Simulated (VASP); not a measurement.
# SnO (Cm) in VASP: a series of runs

SnO is run at these levels: r2SCAN; tasks: single point.

Everything below comes from runs of VASP 6.6.1. Logs are shortened: lines on timing, memory, paths and dates and some standing lists are left out, and cuts for length are marked.

### 1 The cell of the first run

The typed cell holds 8 atoms: a = 3.808 Å, b = 3.808 Å, c = 11.376 Å, α = 90.00°, β = 90.00°, γ = 90.00°.

### 2 Single point, r2SCAN (the distance across one plane changed)

POSCAR

```
SnO
1.0
   -2.6924444220      2.6925337010      0.0000000000
   -2.6924444220     -2.6925337010      0.0000000000
    0.0000000000      0.0000000000     11.3755476785
Sn O
4 4
Direct
    0.0000739708      0.9999260292      0.5853595688
    0.9999260292      0.0000739708      0.1512904603
    0.4999260292      0.5000739708      0.8177254175
    0.5000739708      0.4999260292      0.3836563091
    0.9999014542      0.5000985458      0.0504388304
    0.0000985458      0.4999014542      0.4845079389
    0.4999014542      0.0000985458      0.0504388304
    0.5000985458      0.9999014542      0.4845079389
```

INCAR.step1

```
SYSTEM = SnO
ALGO     = Normal         ! electronic algorithm
EDIFF    = 1E-4           ! SCF threshold, eV
ENCUT    = 520            ! plane-wave cutoff, eV
GGA      = PE             ! functional
ISMEAR   = 0              ! smearing method
KPAR     = 4            
LASPH    = .TRUE.         ! aspherical terms in the spheres
LCHARG   = .FALSE.        ! write CHGCAR
LREAL    = .FALSE.        ! projectors in reciprocal space
LWAVE    = .TRUE.         ! write WAVECAR
NBANDS   = 50             ! bands
NELM     = 80             ! most SCF steps
PREC     = Accurate       ! precision mode
SIGMA    = 0.03           ! smearing width, eV
```

INCAR.step2

```
SYSTEM = SnO
ALGO     = Normal         ! electronic algorithm
EDIFF    = 1E-6           ! SCF threshold, eV
ENCUT    = 520            ! plane-wave cutoff, eV
ISIF     = 2              ! what is computed and relaxed
ISMEAR   = 0              ! smearing method
ISTART   = 1            
KPAR     = 4            
LASPH    = .TRUE.         ! aspherical terms in the spheres
LCHARG   = .FALSE.        ! write CHGCAR
LMIXTAU  = .TRUE.       
LREAL    = .FALSE.        ! projectors in reciprocal space
LWAVE    = .FALSE.        ! write WAVECAR
METAGGA  = R2SCAN         ! meta-GGA
NBANDS   = 50             ! bands
NELM     = 80             ! most SCF steps
PREC     = Accurate       ! precision mode
SIGMA    = 0.03           ! smearing width, eV
```

KPOINTS

```
k-points
0
G
  9 9 4
  0 0 0
```

Potentials or basis: VASP PAW PBE potentials, release 64 (Sn_d, O).

Started as:

```
> cat potpaw_PBE.64/Sn_d/POTCAR potpaw_PBE.64/O/POTCAR > POTCAR
> cp INCAR.step1 INCAR
> mpirun -np 4 vasp_std > vasp.out
> cp INCAR.step2 INCAR
> mpirun -np 4 vasp_std > vasp.out
```

OUTCAR:

```text
SYSTEM = SnO
   EDIFF = 1E-6
   ENCUT = 520
   ISIF = 2
   ISMEAR = 0
   ISTART = 1
   LASPH = .TRUE.
   LREAL = .FALSE.
   METAGGA = R2SCAN
   NELM = 80
   PREC = Accurate

 ion  position               nearest neighbor table
   1  0.000  1.000  0.585-   6 2.22   8 2.22   8 2.22   6 2.22   4 3.54   4 3.54   4 3.54   4 3.54

   2  1.000  0.000  0.151-   5 2.22   7 2.22   5 2.22   7 2.22
   3  0.500  0.500  0.818-
   4  0.500  0.500  0.384-   6 2.22   8 2.22   6 2.22   8 2.22   1 3.54   1 3.54   1 3.54   1 3.54

   5  1.000  0.500  0.050-   2 2.22   2 2.22
   6  0.000  0.500  0.485-   4 2.22   1 2.22   4 2.22   1 2.22
   7  0.500  0.000  0.050-   2 2.22   2 2.22
   8  0.500  1.000  0.485-   4 2.22   1 2.22   4 2.22   1 2.22

  LATTYP: Found a base centered orthorhombic cell.
 ALAT       =     5.3848888440
 B/A-ratio  =     1.0000331591
 C/A-ratio  =     2.1124944280

  Lattice vectors:

 A1 = (  -2.6924444220,   2.6925337010,   0.0000000000)
 A2 = (  -2.6924444220,  -2.6925337010,   0.0000000000)
 A3 = (   0.0000000000,   0.0000000000,  11.3755476785)

Analysis of symmetry for initial positions (statically):
=====================================================================
 Subroutine PRICEL returns:
 Original cell was already a primitive cell.

 Routine SETGRP: Setting up the symmetry group for a
 base centered orthorhombic supercell.

 Subroutine GETGRP returns: Found  2 space group operations
 (whereof  2 operations were pure point group operations)
 out of a pool of  8 trial point group operations.

The static configuration has the point symmetry C_1h.

Analysis of symmetry for dynamics (positions and initial velocities):
=====================================================================
 Subroutine PRICEL returns:
 Original cell was already a primitive cell.

 Routine SETGRP: Setting up the symmetry group for a
 base centered orthorhombic supercell.

 Subroutine GETGRP returns: Found  2 space group operations
 (whereof  2 operations were pure point group operations)
 out of a pool of  8 trial point group operations.

The dynamic configuration has the point symmetry C_1h.

 Subroutine INISYM returns: Found  2 space group operations
 (whereof  2 operations are pure point group operations),
 and found     1 'primitive' translations

----------------------------------------------------------------------------------------

                                     Primitive cell

  volume of cell :     164.9340

  direct lattice vectors                    reciprocal lattice vectors
    -2.692444422  2.692533701  0.000000000    -0.185704855  0.185698697  0.000000000
    -2.692444422 -2.692533701  0.000000000    -0.185704855 -0.185698697  0.000000000
     0.000000000  0.000000000 11.375547679     0.000000000  0.000000000  0.087907855

  length of vectors
     3.807754548  3.807754548 11.375547679     0.262621970  0.262621970  0.087907855

  position of ions in fractional coordinates (direct lattice)
     0.000073971  0.999926029  0.585359569
     0.999926029  0.000073971  0.151290460
     0.499926029  0.500073971  0.817725418
     0.500073971  0.499926029  0.383656309
     0.999901454  0.500098546  0.050438830
     0.000098546  0.499901454  0.484507939
     0.499901454  0.000098546  0.050438830
     0.500098546  0.999901454  0.484507939

  ion indices of the primitive-cell ions
   primitive index   ion index
                 1           1
                 2           2
                 3           3
                 4           4
                 5           5
                 6           6
                 7           7
                 8           8

----------------------------------------------------------------------------------------

 KPOINTS: k-points

Automatic generation of k-mesh.
 Grid dimensions read from file:
 generate k-points for:    9    9    4

 Generating k-lattice:

  Cartesian coordinates                     Fractional coordinates (reciprocal lattice)
    -0.020633873  0.020633189  0.000000000     0.111111111  0.000000000  0.000000000
    -0.020633873 -0.020633189  0.000000000     0.000000000  0.111111111  0.000000000
     0.000000000  0.000000000  0.021976964     0.000000000  0.000000000  0.250000000

  Length of vectors
     0.029180219  0.029180219  0.021976964

  Shift w.r.t. Gamma in fractional coordinates (k-lattice)
     0.000000000  0.000000000  0.000000000

 Subroutine IBZKPT returns following result:
 ===========================================

 Found     95 irreducible k-points:

 Following reciprocal coordinates:
            Coordinates               Weight
  0.000000  0.000000  0.000000      1.000000
  0.111111  0.000000  0.000000      4.000000
  0.222222 -0.000000  0.000000      4.000000
  0.333333 -0.000000  0.000000      4.000000
  0.444444 -0.000000  0.000000      4.000000
  0.111111  0.111111  0.000000      2.000000
[... 16 lines left out ...]
 -0.333333  0.333333  0.000000      2.000000
  0.444444  0.444444  0.000000      2.000000
 [... further k-points ...]
   k-points           NKPTS =     95   k-points in BZ     NKDIM =     95   number of bands    NBANDS=     50
   number of dos      NEDOS =    301   number of ions     NIONS =      8
   total plane-waves  NPLWV =  70560
   dimension x,y,z NGX =    28 NGY =   28 NGZ =   90
   dimension x,y,z NGXF=    56 NGYF=   56 NGZF=  180
   ions per type =               4   4
   NGX,Y,Z   is equivalent  to a cutoff of  12.22, 12.22, 13.15 a.u.
   NGXF,Y,Z  is equivalent  to a cutoff of  24.45, 24.45, 26.31 a.u.
 SYSTEM =  SnO
   PREC   = accura    normal or accurate (medium, high low for compatibility)
   ISTART =      1    job   : 0-new  1-cont  2-samecut
   ICHARG =      0    charge: 1-file 2-atom 10-const
   ISPIN  =      1    spin polarized calculation?
   LNONCOLLINEAR =      F non collinear calculations
   LSORBIT =      F    spin-orbit coupling
   LASPH  =      T    aspherical Exc in radial PAW
   ENCUT  =  520.0 eV  38.22 Ry    6.18 a.u.   7.08  7.08 21.15*2*pi/ulx,y,z
   NELM   =     80;   NELMIN=  2; NELMDL=  0     # of ELM steps
   EDIFF  = 0.1E-05   stopping-criterion for ELM
   LREAL  =      F    real-space projection
   EDIFFG = 0.1E-04   stopping-criterion for IOM
   NSW    =      0    number of steps for IOM
   IBRION =     -1    ionic relax: 0-MD 1-quasi-New 2-CG
   NFREE  =      0    steps in history (QN), initial steepest desc. (CG)
   ISIF   =      2    stress and relaxation
   ISYM   =      2    0-nonsym 1-usesym 2-fastsym
   POTIM  = 0.5000    time-step for ionic-motion
   TEBEG  =    0.0;   TEEND  =   0.0 temperature during run
   PSTRESS=    0.0 pullay stress
   NELECT =      80.0000    total number of electrons
   NUPDOWN=      -1.0000    fix difference up-down
   EMIN   =  10.00;   EMAX   =-10.00  energy-range for DOS
   EFERMI =   0.00;   METHOD = LEGACY
   ISMEAR =     0;   SIGMA  =   0.03  broadening in eV -4-tet -1-fermi 0-gaus
   EFERMI_NEDOS =   21; number of points for ismear=-14 and -15
   IALGO  =     38    algorithm
   IMIX   =      4    mixing-type and parameters
     AMIX     =   0.40;   BMIX     =  1.00
     AMIX_MAG =   1.60;   BMIX_MAG =  1.00
  volume/ion in A,a.u.               =      20.62       139.13
  Fermi-wavevector in a.u.,A,eV,Ry     =   1.286278  2.430712 22.510981  1.654510
  Thomas-Fermi vector in A             =   2.418362
   LORBIT       =      0    0 simple, 1 ext, 2 COOP (PROOUT), +10 PAW based schemes
   METAGGA = R2SCAN    functional components
   LHFCALC =     F    Hartree Fock is set to
   AEXX    =    0.0000 exact exchange contribution
   IVDW    =     0    specifies the selected vdW correction
   LEPSILON=     F    determine dielectric tensor
   LRPA    =     F    only Hartree local field effects (RPA)
 non-spin polarized calculation
 Gauss-broadening in eV      SIGMA  =   0.03
  energy-cutoff  :      520.00
  volume of cell :      164.93
 maximum number of plane-waves:      4458
   NGX = 15   NGY = 15   NGZ = 43

 number of electron      79.9999983 magnetization

 Free energy of the ion-electron system (eV)
  ---------------------------------------------------
  ext. energy  EPLUGINS =         0.00000000
  ---------------------------------------------------
  free energy    TOTEN  =      -128.31475544 eV

  energy without entropy =     -128.30971540  energy(sigma->0) =     -128.31223542

 E-fermi :   4.7983     XC(G=0): -10.1492

 val. band max:        4.7938511769   @ k =  -0.3333   0.2222   0.5000
 cond. band min:       4.8012577781   @ k =   0.3333   0.2222   0.2500
 fundamental gap:      0.0074066012
 Fermi energy:         4.7983300697

 k-point     1 :       0.0000    0.0000    0.0000
  band No.  band energies     occupation
      1     -18.2890      2.00000
      2     -17.9656      2.00000
      3     -17.9284      2.00000
      4     -17.9283      2.00000
      5     -17.9206      2.00000
      6     -17.8748      2.00000
[... 42 lines left out ...]
     49      10.8106      0.00000
     50      10.8108      0.00000

 k-point     2 :       0.1111    0.0000    0.0000
  band No.  band energies     occupation
      1     -18.2827      2.00000
      2     -17.9642      2.00000
      3     -17.9310      2.00000
      4     -17.9281      2.00000
      5     -17.9166      2.00000
      6     -17.8765      2.00000
[... 42 lines left out ...]
     49      10.8651      0.00000
     50      11.1651      0.00000

 k-point     3 :       0.2222   -0.0000    0.0000
  band No.  band energies     occupation
      1     -18.2654      2.00000
      2     -17.9671      2.00000
      3     -17.9612      2.00000
      4     -17.9281      2.00000
      5     -17.9275      2.00000
      6     -17.9052      2.00000
[... 42 lines left out ...]
     49      10.9900      0.00000
     50      11.5122      0.00000

 k-point     4 :       0.3333   -0.0000    0.0000
  band No.  band energies     occupation
      1     -18.2387      2.00000
      2     -18.0601      2.00000
      3     -17.9589      2.00000
      4     -17.9355      2.00000
      5     -17.9270      2.00000
      6     -17.8920      2.00000
[... 999 lines left out ...]
 k-point    23 :      -0.3333    0.3333    0.0000
  band No.  band energies     occupation
      1     -18.2240      2.00000
      2     -18.1445      2.00000
      3     -17.9474      2.00000
      4     -17.9367      2.00000
      5     -17.9353      2.00000
      6     -17.8930      2.00000
[... 42 lines left out ...]
     49      10.8102      0.00000
     50      10.9839      0.00000

 k-point    24 :       0.4444    0.4444    0.0000
  band No.  band energies     occupation
      1     -18.2136      2.00000
      2     -18.2049      2.00000
      3     -17.9427      2.00000
      4     -17.9371      2.00000
      5     -17.9369      2.00000
      6     -17.8991      2.00000
[... 42 lines left out ...]
     49      10.8887      0.00000
     50      11.1931      0.00000

 [... further k-points ...]

------------------------ aborting loop because EDIFF is reached ----------------------------------------

  FORCE on cell =-STRESS in cart. coord.  units (eV):
  Direction    XX          YY          ZZ          XY          YZ          ZX
  --------------------------------------------------------------------------------------
  -------------------------------------------------------------------------------------
  Total       -5.0330597     -5.0328550    -10.4938480      0.0000000     -0.0022486      0.0000000
  in kB      -48.8913982    -48.8894098   -101.9377740      0.0000000     -0.0218435      0.0000000
  external PRESSURE =     -66.5728607 kB  Pullay stress =       0.0000000 kB

 VOLUME and BASIS-vectors are now :
 -----------------------------------------------------------------------------
  energy-cutoff  :      520.00
  volume of cell :      164.93
      direct lattice vectors                 reciprocal lattice vectors
    -2.692444422  2.692533701  0.000000000    -0.185704855  0.185698697  0.000000000
    -2.692444422 -2.692533701  0.000000000    -0.185704855 -0.185698697  0.000000000
     0.000000000  0.000000000 11.375547679     0.000000000  0.000000000  0.087907855

 POSITION                                       TOTAL-FORCE (eV/Angst)
 -----------------------------------------------------------------------------------
     -2.69244     -2.69214      6.65879        -0.000000      0.000425      0.045080
     -2.69244      2.69214      1.72101        -0.000000     -0.000351     -3.673253
     -2.69244     -0.00040      9.30207        -0.000000     -0.000020      2.020003
     -2.69244      0.00040      4.36430        -0.000000      0.000527     -1.040172
     -4.03867      1.34574      0.57377         0.000192      0.000272      0.748804
     -1.34622     -1.34574      5.51154         0.000160     -0.000563      0.575367
     -1.34622      1.34574      0.57377        -0.000192      0.000272      0.748804
     -4.03867     -1.34574      5.51154        -0.000160     -0.000563      0.575367
 -----------------------------------------------------------------------------------
    total drift:                               -0.000000      0.000012     -0.008076

  FREE ENERGIE OF THE ION-ELECTRON SYSTEM (eV)
  ---------------------------------------------------
  free  energy   TOTEN  =      -128.3147554357 eV

  energy  without entropy=     -128.3097154049  energy(sigma->0) =     -128.31223542
```

It took 8.7 min on 4 MPI ranks of Intel Xeon Platinum 8488C (Sapphire Rapids), shared host; peak memory 0.68 GiB.

Results:

* Free energy: -128.3148 eV
* Pressure: -6.7 GPa
* Largest force: 3.673 eV/Å
* Band gap on the k mesh: zero (bands 40 and 41 overlap by 0.63 eV)

Forces on the atoms (eV/Å):
```
Sn   0.000  0.000  0.045
Sn   0.000  0.000 -3.673
Sn   0.000  0.000  2.020
Sn   0.000  0.001 -1.040
O    0.000  0.000  0.749
O    0.000 -0.001  0.575
O    0.000  0.000  0.749
O    0.000 -0.001  0.575
```

Levels at points of the mesh, in eV from the Fermi level:
| k point | band 37 | band 38 | band 39 | band 40 | band 41 | band 42 | band 43 | band 44 |
| --- | --- | --- | --- | --- | --- | --- | --- | --- |
| (0.00, 0.00, 0.00) | -1.15 | -0.20 | -0.20 | 0.18 | 1.41 | 2.64 | 2.64 | 2.85 |
| (0.00, 0.00, 0.50) | -1.15 | -0.48 | -0.20 | -0.19 | 1.32 | 2.67 | 2.67 | 3.04 |

Caveat: the cell differs from its parent crystal (the distance across one plane changed); the stress differs along the axes, from -10 to -5 GPa; semilocal functionals underestimate gaps, and a narrow one can read as zero; the PAW data sets were made with another functional, which shifts forces and pressure a little; spin-orbit coupling is left out, which moves the levels of the heavy elements.

### 3 Single point, r2SCAN (the distance across one plane changed)

POSCAR

```
SnO
1.0
   -2.6924444220      2.6925337010      0.0000000000
   -2.6924444220     -2.6925337010      0.0000000000
    0.0000000000      0.0000000000     10.8755476785
Sn O
4 4
Direct
    0.0000739708      0.9999260292      0.6122712971
    0.9999260292      0.0000739708      0.1582459933
    0.4999260292      0.5000739708      0.8553200952
    0.5000739708      0.4999260292      0.4012947913
    0.9999014542      0.5000985458      0.0527577404
    0.0000985458      0.4999014542      0.5067830442
    0.4999014542      0.0000985458      0.0527577404
    0.5000985458      0.9999014542      0.5067830442
```

INCAR.step1

```
SYSTEM = SnO
PREC = Accurate ; ENCUT = 520
ISMEAR = 0 ; SIGMA = 0.03
LREAL = .FALSE. ; LASPH = .TRUE.
NELM = 80 ; NBANDS = 50
GGA = PE ; ALGO = Normal
EDIFF = 1E-4 ; LWAVE = .TRUE.
LCHARG = .FALSE. ; KPAR = 4
```

INCAR.step2

```
SYSTEM = SnO
PREC = Accurate ; ENCUT = 520
EDIFF = 1E-7 ; ISMEAR = 0
SIGMA = 0.03 ; LREAL = .FALSE.
LASPH = .TRUE. ; NELM = 80
ALGO = Normal ; ISIF = 2
LWAVE = .FALSE. ; LCHARG = .TRUE.
METAGGA = R2SCAN ; LMIXTAU = .TRUE.
LVHAR = .TRUE. ; NBANDS = 50
ISTART = 1 ; KPAR = 4
```

KPOINTS

```
regular mesh
0
G
  9 9 4
  0 0 0
```

Potentials or basis: VASP PAW PBE potentials, release 64 (Sn_d, O).

Started as:

```
> cat potpaw_PBE.64/Sn_d/POTCAR potpaw_PBE.64/O/POTCAR > POTCAR
> cp INCAR.step1 INCAR
> mpirun -np 4 vasp_std > vasp.out
> cp INCAR.step2 INCAR
> mpirun -np 4 vasp_std > vasp.out
```

Wall time 16 min (4 MPI ranks of Oxide Virtual Turin-like, shared host); peak memory 0.62 GiB.

The run converged. Its results:

- Free energy: -129.9293 eV
- Pressure: -6.8 GPa
- Largest force: 3.905 eV/Å
- Band gap on the k mesh: zero (bands 40 and 41 overlap by 0.54 eV)

Forces on the atoms (eV/Å):
```
Sn   0.000  0.000 -0.181
Sn   0.000  0.000 -3.099
Sn   0.000  0.000  3.905
Sn   0.000  0.000 -1.161
O    0.000  0.000 -0.512
O    0.000 -0.001  0.780
O    0.000  0.000 -0.512
O    0.000 -0.001  0.780
```

Stress tensor (GPa, compression positive):
```
 -3.51   0.00   0.00
  0.00  -3.52   0.00
  0.00   0.00 -13.36
```

Levels at points of the mesh, in eV from the Fermi level:
```
           k point  band 38  band 39  band 40  band 41  band 42  band 43
(0.00, 0.00, 0.00)    -0.54    -0.54     0.13     1.87     2.58     2.58
(0.00, 0.00, 0.50)    -0.58    -0.54    -0.54     1.62     2.64     2.64
```

Caveat: the cell differs from its parent crystal (the distance across one plane changed); the stress differs along the axes, from -13 to -4 GPa; semilocal functionals underestimate gaps, and a narrow one can read as zero; the PAW data sets were made with another functional, which shifts forces and pressure a little; spin-orbit coupling is left out, which moves the levels of the heavy elements.
